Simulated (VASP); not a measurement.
Crystal: NdHf.

```
CELL_PARAMETERS angstrom
1.83950 -2.56967 0.00000
1.83950 2.56967 0.00000
0.00000 0.00000 5.18290
ATOMIC_POSITIONS crystal
Nd 0.00000 0.00000 0.00000
Hf 0.50000 0.50000 0.50000
```

The cell was generated, and may not be a known phase.

```yaml
Program: VASP 6.6.1
Task: relaxation of cell and atoms
Functional: PBE
Potentials_or_basis: VASP PAW PBE potentials, release 64 (Nd_3, Hf_pv), 4f in core
Cutoff: 500 eV
k_mesh: 7 × 7 × 4
Occupations: gaussian, width 0.2 eV
Spin: no spin polarisation
```

At the start: pressure 7.5 GPa; volume 24.50 Å³/atom.

Q: How do energy, volume and symmetry change on relaxing?

A: Over 22 steps the energy falls by 191.2 meV/atom and the volume is 27.44 Å³/atom (+12.0 %); space group Cmmm (No. 65, to 0.1 Å) before, P4/mmm (No. 123, to 0.1 Å).

The path:
| step | energy change (eV) | largest force (eV/Å) | pressure (GPa) | volume (Å³) |
| --- | --- | --- | --- | --- |
| 1 | 0.0000 | 0.0000 | 7.53 | 49.00 |
| 2 | -0.0986 | 0.0000 | -2.82 | 57.62 |
| 3 | -0.1249 | 0.0000 | -0.07 | 54.68 |
| 4 | -0.1289 | 0.0000 | -0.06 | 54.67 |
| 5 | -0.1381 | 0.0000 | 0.05 | 54.63 |
| 6 | -0.1451 | 0.0000 | 0.57 | 54.41 |
| 7 | -0.1458 | 0.0000 | 0.57 | 54.41 |
| 8 | -0.1481 | 0.0000 | 0.56 | 54.43 |
| 9 | -0.1526 | 0.0000 | 0.55 | 54.47 |
| 10 | -0.1608 | 0.0000 | 0.51 | 54.54 |
| 11 | -0.1700 | 0.0000 | 0.43 | 54.59 |
| 12 | -0.1549 | 0.0000 | 0.56 | 54.42 |
| 13 | -0.1688 | 0.0000 | 0.41 | 54.57 |
| 14 | -0.1846 | 0.0000 | 0.28 | 54.69 |
| 15 | -0.2249 | 0.0000 | -0.05 | 55.01 |
| 16 | -0.2607 | 0.0000 | -0.45 | 55.39 |
| 17 | -0.2825 | 0.0000 | -0.17 | 55.12 |
| 18 | -0.3353 | 0.0000 | 0.81 | 54.23 |
| 19 | -0.3506 | 0.0000 | 3.57 | 52.17 |
| 20 | -0.3643 | 0.0000 | 2.31 | 53.04 |
| 21 | -0.3820 | 0.0000 | 0.40 | 54.64 |
| 22 | -0.3823 | 0.0000 | 0.13 | 54.89 |

Final structure:
```
Nd Hf
1.0
     2.36811   -2.38565    0.00000
     2.36811    2.38565    0.00000
     0.00000    0.00000    4.85764
Nd Hf
1 1
Direct
  0.00000 0.00000 0.00000
  0.50000 0.50000 0.50000
```
